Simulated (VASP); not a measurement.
A run of VASP 6.6.1 is set up as follows.

Contents of POSCAR:

```
PbF2
1.0
    2.8616134941      2.8616134941      0.0000000000
   -2.8616134941      2.8616134941      0.0000000000
    0.0000000000      2.8616134941      2.8616134941
Pb F
1 2
Direct
    0.0000000000      0.0000000000      0.0000000000
    0.2500000000      0.7500000000      0.5000000000
    0.7500000000      0.2500000000      0.5000000000
```

INCAR.step1

```
PREC = Accurate ; ENCUT = 520
ISMEAR = 0 ; SIGMA = 0.01
LREAL = False ; LASPH = True
NELM = 80 ; NBANDS = 21
GGA = PE ; ALGO = Normal
EDIFF = 1E-4 ; LWAVE = True
LCHARG = False
```

INCAR.step2

```
PREC = Accurate ; ENCUT = 520
EDIFF = 1E-6 ; ISMEAR = 0
SIGMA = 0.01 ; LREAL = False
LASPH = True ; NELM = 80
ALGO = Normal ; ISIF = 2
LWAVE = False ; LCHARG = True
METAGGA = R2SCAN ; LMIXTAU = True
LELF = True ; LVHAR = True
NBANDS = 21 ; ISTART = 1
```

File KPOINTS:

```
Automatic mesh
0
Gamma
  8 8 8
```

Potentials or basis: VASP PAW PBE potentials, release 64 (Pb_d, F).

Run with:

```sh
$ cat potpaw_PBE.64/Pb_d/POTCAR potpaw_PBE.64/F/POTCAR > POTCAR
$ cp INCAR.step1 INCAR
$ mpirun -np 1 vasp_std > vasp.out
$ cp INCAR.step2 INCAR
$ mpirun -np 1 vasp_std > vasp.out
```

Question: Estimate the pressure.

Answer: 10.1 GPa.

Question: What does it give for the band gap on the k mesh?

Answer: 4.87 eV (least direct gap 5.02 eV).

Caveat: the cell stands under pressure; the PAW data sets were made with another functional, which shifts forces and pressure a little; spin-orbit coupling is left out, which moves the levels of the heavy elements. A k mesh can miss the band edges.
